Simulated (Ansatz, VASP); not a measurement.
# SiC: VASP beside Ansatz

```xyz
2
Lattice="0.0000 2.1224 2.1224 2.1224 0.0000 2.1224 2.1224 2.1224 0.0000" Properties=species:S:1:pos:R:3 pbc="T T T"
Si    0.0000    0.0000    0.0000
C     3.1836    3.1836    3.1836
```

Alike in both runs: task single point; functional PBE; k mesh 12 × 12 × 12; occupations gaussian, width 0.02 eV; no spin polarisation.

|  | VASP | Ansatz |
| --- | --- | --- |
| version | VASP 6.6.1 | Ansatz 0.2.0 |
| potentials or method | VASP PAW PBE potentials, release 64 (Si, C), cutoff 520 eV | scalar-relativistic, plane waves, PAW |
| valence electrons in the cell | 8 | 8 |

Ansatz gave:

```
gap on the k mesh at the Fermi level (eV) : 1.28
least direct gap on the mesh (eV)         : 4.62
pressure (GPa)                            : 23.9
```

Q: Which values does VASP return?

A: gap on the k mesh at the Fermi level (eV): 1.28; least direct gap on the mesh (eV): 4.62; pressure (GPa): 23.8.
